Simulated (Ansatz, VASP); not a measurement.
## Two plane-wave programs on LiRh2

```
CELL_PARAMETERS angstrom
-1.34533 1.34533 5.81523
1.34533 -1.34533 5.81523
1.34533 1.34533 -5.81523
ATOMIC_POSITIONS crystal
Li 0.00000 0.00000 0.00000
Rh 0.32782 0.32782 0.00000
Rh 0.67218 0.67218 0.00000
```

Alike in both runs: functional PBE; k mesh 8 × 8 × 8; occupations gaussian, width 0.1 eV; no spin polarisation.

Ansatz relaxed the structure, and its values are those at the end. VASP's run is a single point on that final structure, the one shown.

|  | VASP | Ansatz |
| --- | --- | --- |
| version | VASP 6.6.1 | Ansatz 0.2.0 |
| potentials or method | VASP PAW PBE potentials, release 64 (Li_sv, Rh_pv), cutoff 520 eV | scalar-relativistic, plane waves, PAW |
| valence electrons in the cell | 33 | 37 |

```csv
,VASP,Ansatz,Ansatz less VASP
gap on the k mesh at the Fermi level (eV),none,none,-
rms of the force components (eV/Å),0.006,0.007,+0.0009
```

A gap of «none» marks a metal or a gap that the smearing closes. The functional is the same, so the differences come from potentials, cutoffs and numerics. VASP's potentials hold 33 valence electrons a cell and Ansatz's 37, so a difference there can come from the potentials and not from the codes.

The k mesh is coarse, so the values compare programs but aren't converged. Noted on VASP's run: the cutoff is short for stress, so the pressure is rough.
